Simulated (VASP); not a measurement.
# InPd (Fm-3m) in VASP: further runs

InPd is run at these levels: PBEsol-based global hybrid with 25 % exact exchange, HSE06; tasks: relaxation of cell and atoms, single point.

Program: VASP 6.6.1. These are calculated values, not measurements. Logs are shortened: lines on timing, memory, paths and dates and some standing lists are left out, and cuts for length are marked.

### 1 The cell of the first run

Symmetry: Fm-3m, No. 225, cubic system. Conventional cell: a = 5.492 Å, b = 5.492 Å, c = 5.492 Å, α = 90.00°, β = 90.00°, γ = 90.00°. In (site symmetry m-3m) has 6 Pd at 2.75 Å within 3.6 Å. Pd (site symmetry m-3m) has 6 In at 2.75 Å within 3.6 Å.

### 2 Relaxation of cell and atoms, PBEsol-based global hybrid with 25 % exact exchange

Input file POSCAR:

```
InPd
1.0
    0.0000000000      2.7460700000      2.7460700000
    2.7460700000      0.0000000000      2.7460700000
    2.7460700000      2.7460700000      0.0000000000
In Pd
1 1
Direct
    0.0000000000      0.0000000000      0.0000000000
    0.5000000000      0.5000000000      0.5000000000
```

Input file INCAR.step1:

```
PREC = Accurate
ENCUT = 600
EDIFF = 1E-5
ISMEAR = -1
SIGMA = 0.05
LREAL = F
LASPH = T
NELM = 80
ALGO = Normal
LWAVE = T
LCHARG = F
GGA = PE
NBANDS = 18
```

Input file INCAR.step2:

```
PREC = Accurate
ENCUT = 600
EDIFF = 1E-6
ISMEAR = -1
SIGMA = 0.05
LREAL = F
LASPH = T
NELM = 80
ALGO = Normal
ISIF = 3
LWAVE = F
LCHARG = F
GGA = PS
LHFCALC = T
AEXX = 0.25
PRECFOCK = Normal
IBRION = 2
NSW = 60
EDIFFG = -0.01
ISTART = 1
```

Input file KPOINTS:

```
regular mesh
0
Gamma
  4 4 4
```

Potentials or basis: VASP PAW PBE potentials, release 64 (In_d, Pd).

The run is started by

```
$ cat potpaw_PBE.64/In_d/POTCAR potpaw_PBE.64/Pd/POTCAR > POTCAR
$ cp INCAR.step1 INCAR
$ mpirun -np 1 vasp_std > vasp.out
$ cp INCAR.step2 INCAR
$ mpirun -np 1 vasp_std > vasp.out
```

OUTCAR:

```text
PREC = Accurate
   ENCUT = 600
   EDIFF = 1E-6
   ISMEAR = -1
   LREAL = F
   LASPH = T
   NELM = 80
   ISIF = 3
   GGA = PS
   LHFCALC = T
   AEXX = 0.25
   PRECFOCK = Normal
   IBRION = 2
   NSW = 60
   EDIFFG = -0.01
   ISTART = 1

 ion  position               nearest neighbor table
   1  0.000  0.000  0.000-   2 2.75   2 2.75   2 2.75   2 2.75   2 2.75   2 2.75
   2  0.500  0.500  0.500-   1 2.75   1 2.75   1 2.75   1 2.75   1 2.75   1 2.75

  LATTYP: Found a face centered cubic cell.
 ALAT       =     5.4921400000

  Lattice vectors:

 A1 = (   0.0000000000,   2.7460700000,   2.7460700000)
 A2 = (   2.7460700000,   0.0000000000,   2.7460700000)
 A3 = (   2.7460700000,   2.7460700000,   0.0000000000)

Analysis of symmetry for initial positions (statically):
=====================================================================
 Subroutine PRICEL returns:
 Original cell was already a primitive cell.

 Routine SETGRP: Setting up the symmetry group for a
 face centered cubic supercell.

 Subroutine GETGRP returns: Found 48 space group operations
 (whereof 48 operations were pure point group operations)
 out of a pool of 48 trial point group operations.

The static configuration has the point symmetry O_h .

Analysis of symmetry for dynamics (positions and initial velocities):
=====================================================================
 Subroutine PRICEL returns:
 Original cell was already a primitive cell.

 Routine SETGRP: Setting up the symmetry group for a
 face centered cubic supercell.

 Subroutine GETGRP returns: Found 48 space group operations
 (whereof 48 operations were pure point group operations)
 out of a pool of 48 trial point group operations.

The dynamic configuration has the point symmetry O_h .

 Subroutine INISYM returns: Found 48 space group operations
 (whereof 48 operations are pure point group operations),
 and found     1 'primitive' translations

----------------------------------------------------------------------------------------

                                     Primitive cell

  volume of cell :      41.4157

  direct lattice vectors                    reciprocal lattice vectors
     0.000000000  2.746070000  2.746070000    -0.182078388  0.182078388  0.182078388
     2.746070000  0.000000000  2.746070000     0.182078388 -0.182078388  0.182078388
     2.746070000  2.746070000  0.000000000     0.182078388  0.182078388 -0.182078388

  length of vectors
     3.883529437  3.883529437  3.883529437     0.315369020  0.315369020  0.315369020

  position of ions in fractional coordinates (direct lattice)
     0.000000000  0.000000000  0.000000000
     0.500000000  0.500000000  0.500000000

  ion indices of the primitive-cell ions
   primitive index   ion index
                 1           1
                 2           2

----------------------------------------------------------------------------------------

 KPOINTS: regular mesh

Automatic generation of k-mesh.
 Grid dimensions read from file:
 generate k-points for:    4    4    4

 Generating k-lattice:

  Cartesian coordinates                     Fractional coordinates (reciprocal lattice)
    -0.045519597  0.045519597  0.045519597     0.250000000  0.000000000  0.000000000
     0.045519597 -0.045519597  0.045519597     0.000000000  0.250000000  0.000000000
     0.045519597  0.045519597 -0.045519597     0.000000000  0.000000000  0.250000000

  Length of vectors
     0.078842255  0.078842255  0.078842255

  Shift w.r.t. Gamma in fractional coordinates (k-lattice)
     0.000000000  0.000000000  0.000000000

 Subroutine IBZKPT returns following result:
 ===========================================

 Found      8 irreducible k-points:

 Following reciprocal coordinates:
            Coordinates               Weight
  0.000000  0.000000  0.000000      1.000000
  0.250000  0.000000  0.000000      8.000000
  0.500000  0.000000  0.000000      4.000000
  0.250000  0.250000  0.000000      6.000000
  0.500000  0.250000  0.000000     24.000000
 -0.250000  0.250000  0.000000     12.000000
  0.500000  0.500000  0.000000      3.000000
 -0.250000  0.500000  0.250000      6.000000
   k-points           NKPTS =      8   k-points in BZ     NKDIM =     64   number of bands    NBANDS=     15
   number of dos      NEDOS =    301   number of ions     NIONS =      2
   total plane-waves  NPLWV =  32768
   dimension x,y,z NGX =    32 NGY =   32 NGZ =   32
   dimension x,y,z NGXF=    64 NGYF=   64 NGZF=   64
   ions per type =               1   1
   NGX,Y,Z   is equivalent  to a cutoff of  13.70, 13.70, 13.70 a.u.
   NGXF,Y,Z  is equivalent  to a cutoff of  27.40, 27.40, 27.40 a.u.
 SYSTEM =  unknown system
   PREC   = accura    normal or accurate (medium, high low for compatibility)
   ISTART =      1    job   : 0-new  1-cont  2-samecut
   ICHARG =      0    charge: 1-file 2-atom 10-const
   ISPIN  =      1    spin polarized calculation?
   LNONCOLLINEAR =      F non collinear calculations
   LSORBIT =      F    spin-orbit coupling
   LASPH  =      T    aspherical Exc in radial PAW
   ENCUT  =  600.0 eV  44.10 Ry    6.64 a.u.   7.76  7.76  7.76*2*pi/ulx,y,z
   NELM   =     80;   NELMIN=  2; NELMDL=  0     # of ELM steps
   EDIFF  = 0.1E-05   stopping-criterion for ELM
   LREAL  =      F    real-space projection
   EDIFFG = -.1E-01   stopping-criterion for IOM
   NSW    =     60    number of steps for IOM
   IBRION =      2    ionic relax: 0-MD 1-quasi-New 2-CG
   NFREE  =      1    steps in history (QN), initial steepest desc. (CG)
   ISIF   =      3    stress and relaxation
   ISYM   =      3    0-nonsym 1-usesym 2-fastsym
   POTIM  = 0.5000    time-step for ionic-motion
   TEBEG  =    0.0;   TEEND  =   0.0 temperature during run
   PSTRESS=    0.0 pullay stress
   NELECT =      23.0000    total number of electrons
   NUPDOWN=      -1.0000    fix difference up-down
   EMIN   =  10.00;   EMAX   =-10.00  energy-range for DOS
   EFERMI =   0.00;   METHOD = LEGACY
   ISMEAR =    -1;   SIGMA  =   0.05  broadening in eV -4-tet -1-fermi 0-gaus
   EFERMI_NEDOS =   21; number of points for ismear=-14 and -15
   IALGO  =     38    algorithm
   IMIX   =      1    mixing-type and parameters
     AMIX     =   0.40;   BMIX     =  1.00
     AMIX_MAG =   1.60;   BMIX_MAG =  1.00
  volume/ion in A,a.u.               =      20.71       139.74
  Fermi-wavevector in a.u.,A,eV,Ry     =   1.345641  2.542893 24.636741  1.810749
  Thomas-Fermi vector in A             =   2.473537
   LORBIT       =      0    0 simple, 1 ext, 2 COOP (PROOUT), +10 PAW based schemes
   GGA     = PS    functional components
   LHFCALC =     T    Hartree Fock is set to
   PRECFOCK=normal    Normal, Fast or Accurate (Low or Medium for compatibility)
   ENCUT4O =  -1.0   cutoff for four orbital integrals eV
   NKREDX  =     1    reduce k-point grid by
   NKREDY  =     1    reduce k-point grid by
   NKREDZ  =     1    reduce k-point grid by
   AEXX    =    0.2500 exact exchange contribution
   HFSCREEN=    0.0000 screening length (either q_TF or 0.3 A-1)
   HFSCREENC=   0.0000 screening length for correlation (either q_TF or 0.3 A-1)
   ENCUTFOCK=  -1.0 apply spherical cutoff to Coloumb kernel
   IVDW    =     0    specifies the selected vdW correction
   LEPSILON=     F    determine dielectric tensor
   LRPA    =     F    only Hartree local field effects (RPA)
 conjugate gradient relaxation of ions
 non-spin polarized calculation
  energy-cutoff  :      600.00
  volume of cell :       41.42
 maximum number of plane-waves:      1411
 NGX is ok and might be reduce to    32
  NGX = 24; NGY = 24; NGZ = 24

--------------------------------------- Ionic step        1  -------------------------------------------

 number of electron      22.9999996 magnetization

 Free energy of the ion-electron system (eV)
  ---------------------------------------------------
  ext. energy  EPLUGINS =         0.00000000
  ---------------------------------------------------
  free energy    TOTEN  =       -11.37763427 eV

  energy without entropy =      -11.37142004  energy(sigma->0) =      -11.37452716

------------------------ aborting loop because EDIFF is reached ----------------------------------------

  FORCE on cell =-STRESS in cart. coord.  units (eV):
  Direction    XX          YY          ZZ          XY          YZ          ZX
  --------------------------------------------------------------------------------------
  -------------------------------------------------------------------------------------
  Total       -1.9549814     -1.9549814     -1.9549814      0.0000000     -0.0000000      0.0000000
  in kB      -75.6290094    -75.6290094    -75.6290094      0.0000000     -0.0000000      0.0000000
  external PRESSURE =     -75.6290094 kB  Pullay stress =       0.0000000 kB
[... 57 lines left out ...]
  energy  without entropy=      -11.3889699496  energy(sigma->0) =      -11.39205633

--------------------------------------- Ionic step        3  -------------------------------------------

 number of electron      23.0000004 magnetization

------------------------ aborting loop EDIFF was not reached (unconverged)  ----------------------------

  FORCE on cell =-STRESS in cart. coord.  units (eV):
  Direction    XX          YY          ZZ          XY          YZ          ZX
  --------------------------------------------------------------------------------------
  -------------------------------------------------------------------------------------
  Total       -0.0306356     -0.0306356     -0.0306356     -0.0000000      0.0000000      0.0000000
  in kB       -1.2818650     -1.2818650     -1.2818650     -0.0000000      0.0000000      0.0000000
  external PRESSURE =      -1.2818650 kB  Pullay stress =       0.0000000 kB

 VOLUME and BASIS-vectors are now :
 -----------------------------------------------------------------------------
  energy-cutoff  :      600.00
  volume of cell :       38.29
      direct lattice vectors                 reciprocal lattice vectors
    -0.000000000  2.675192024  2.675192024    -0.186902471  0.186902471  0.186902471
     2.675192024 -0.000000000  2.675192024     0.186902471 -0.186902471  0.186902471
     2.675192024  2.675192024  0.000000000     0.186902471  0.186902471 -0.186902471
[... 12 lines left out ...]
  energy  without entropy=      -11.4522306315  energy(sigma->0) =      -11.45530963

--------------------------------------- Ionic step        4  -------------------------------------------

 number of electron      23.0000004 magnetization

 Free energy of the ion-electron system (eV)
  ---------------------------------------------------
  ext. energy  EPLUGINS =         0.00000000
  ---------------------------------------------------
  free energy    TOTEN  =       -11.45839993 eV

  energy without entropy =      -11.45224843  energy(sigma->0) =      -11.45532418

 E-fermi :   8.2913     XC(G=0):  -9.2810

 val. band max:        8.2559110346   @ k =  -0.2500   0.5000   0.2500
 cond. band min:       9.5646509229   @ k =   0.5000   0.5000   0.0000
 fundamental gap:      1.3087398883
 Fermi energy:         8.2912976676

 k-point     1 :       0.0000    0.0000    0.0000
  band No.  band energies     occupation
      1      -8.1881      2.00000
      2      -8.1880      2.00000
      3      -8.0753      2.00000
      4      -8.0752      2.00000
      5      -8.0749      2.00000
      6      -1.9755      2.00000
      7       4.3091      2.00000
      8       4.3132      2.00000
      9       4.3179      2.00000
     10       4.9477      2.00000
     11       4.9478      2.00000
     12      15.7633      0.00000
     13      15.7654      0.00000
     14      15.7667      0.00000
     15      18.6509      0.00000
[... 153 lines left out ...]
  FREE ENERGIE OF THE ION-ELECTRON SYSTEM (eV)
  ---------------------------------------------------
  free  energy   TOTEN  =       -11.4583999319 eV

  energy  without entropy=      -11.4522484282  energy(sigma->0) =      -11.45532418

 reached required accuracy - stopping structural energy minimisation
```

It took 64 min on 1 thread of Intel Xeon Platinum 8488C (Sapphire Rapids), shared host; peak memory 0.2 GiB.

What came out:

| Property | Result |
| --- | --- |
| Free energy | -11.4584 eV |
| Relaxed volume | 19.12 Å³/atom |
| Relaxed cell | a = 3.781 Å, b = 3.781 Å, c = 3.781 Å, α = 60.00°, β = 60.00°, γ = 60.00° |
| Space group after relaxing (to 0.1 Å) | Fm-3m (No. 225) |
| Energy gained by relaxing | 40.4 meV/atom |
| Ionic steps | 4 |
| Pressure after relaxing | 0.1 GPa |
| Band gap on the k mesh | zero (an odd number of electrons rules out a gap without spin polarisation) |

Step by step:
```csv
step,energy change (eV),largest force (eV/Å),pressure (GPa),volume (Å³)
1,0.0000,0.0000,-7.56,41.42
2,-0.0175,0.0000,8.77,35.83
3,-0.0808,0.0000,-0.13,38.29
4,-0.0808,0.0000,0.05,38.23
```

Final structure:
```xyz
2
Lattice="0.0000 2.6738 2.6738 2.6738 0.0000 2.6738 2.6738 2.6738 0.0000" Properties=species:S:1:pos:R:3 pbc="T T T"
In    0.0000    0.0000    0.0000
Pd    2.6738    2.6738    2.6738
```

Caveat: the k points lie up to 0.51 Å⁻¹ apart in the final cell, too coarse for converged energies and pressures of a metal; the PAW data sets were made with another functional, which shifts forces and pressure a little; spin-orbit coupling is left out, which moves the levels of the heavy elements.

### 3 Single point, HSE06, non-collinear spin, zero start, spin-orbit coupling

POSCAR is that of step 2.

Input file INCAR.step1:

```
SYSTEM = InPd
PREC     = Accurate       ! precision mode
ENCUT    = 520            ! plane-wave cutoff, eV
EDIFF    = 1E-5           ! SCF threshold, eV
ISMEAR   = -1             ! smearing method
SIGMA    = 0.05           ! smearing width, eV
LREAL    = .FALSE.        ! projectors in reciprocal space
LASPH    = .TRUE.         ! aspherical terms in the spheres
NELM     = 150            ! most SCF steps
ALGO     = Normal         ! electronic algorithm
ISIF     = 2              ! what is computed and relaxed
LWAVE    = .TRUE.         ! write WAVECAR
LCHARG   = .FALSE.        ! write CHGCAR
MAGMOM   = 0 0 0 0 0 0    ! initial moments
LORBIT   = 11             ! projections on sites
LSORBIT  = .TRUE.         ! spin-orbit coupling
GGA_COMPAT= .FALSE.      
LORBMOM  = .TRUE.       
LMAXMIX  = 4              ! l up to which the mixer works
NBANDS   = 35             ! bands
GGA      = PE             ! functional
```

Input file INCAR.step2:

```
SYSTEM = InPd
PREC     = Accurate       ! precision mode
ENCUT    = 520            ! plane-wave cutoff, eV
EDIFF    = 1E-7           ! SCF threshold, eV
ISMEAR   = -1             ! smearing method
SIGMA    = 0.05           ! smearing width, eV
LREAL    = .FALSE.        ! projectors in reciprocal space
LASPH    = .TRUE.         ! aspherical terms in the spheres
NELM     = 150            ! most SCF steps
ALGO     = Normal         ! electronic algorithm
ISIF     = 2              ! what is computed and relaxed
LWAVE    = .FALSE.        ! write WAVECAR
LCHARG   = .FALSE.        ! write CHGCAR
MAGMOM   = 0 0 0 0 0 0    ! initial moments
LORBIT   = 11             ! projections on sites
LSORBIT  = .TRUE.         ! spin-orbit coupling
GGA_COMPAT= .FALSE.      
LORBMOM  = .TRUE.       
LMAXMIX  = 4              ! l up to which the mixer works
GGA      = PE             ! functional
LHFCALC  = .TRUE.         ! exact exchange
HFSCREEN = 0.2079         ! screening, 1/A
PRECFOCK = Normal       
NBANDS   = 35             ! bands
ISTART   = 1
```

Input file KPOINTS:

```
Automatic mesh
0
G
  4 4 4
  0 0 0
```

Potentials or basis: VASP PAW PBE potentials, release 64 (In_d, Pd).

The run is started by

```
$ cat potpaw_PBE.64/In_d/POTCAR potpaw_PBE.64/Pd/POTCAR > POTCAR
$ cp INCAR.step1 INCAR
$ mpirun -np 1 vasp_ncl > vasp.out
$ cp INCAR.step2 INCAR
$ mpirun -np 1 vasp_ncl > vasp.out
```

Wall time 74 min (1 thread of Oxide Virtual Turin-like, shared host); peak memory 0.38 GiB.

It converged, with:

* Free energy: -9.7438 eV
* Pressure: -3.7 GPa
* Net moment: 0.00 μB per cell
* Valence electrons inside the program's atomic spheres: In 11.45; Pd 9.57

Moments on the atoms (μB; x, y, z):
```
In  0.00 0.00 0.00
Pd  0.00 0.00 0.00
```

Caveat: the k points lie up to 0.50 Å⁻¹ apart; the PAW data sets were made with another functional, which shifts forces and pressure a little.

The gap in the log of VASP goes by the Fermi energy; the results here count the filled bands.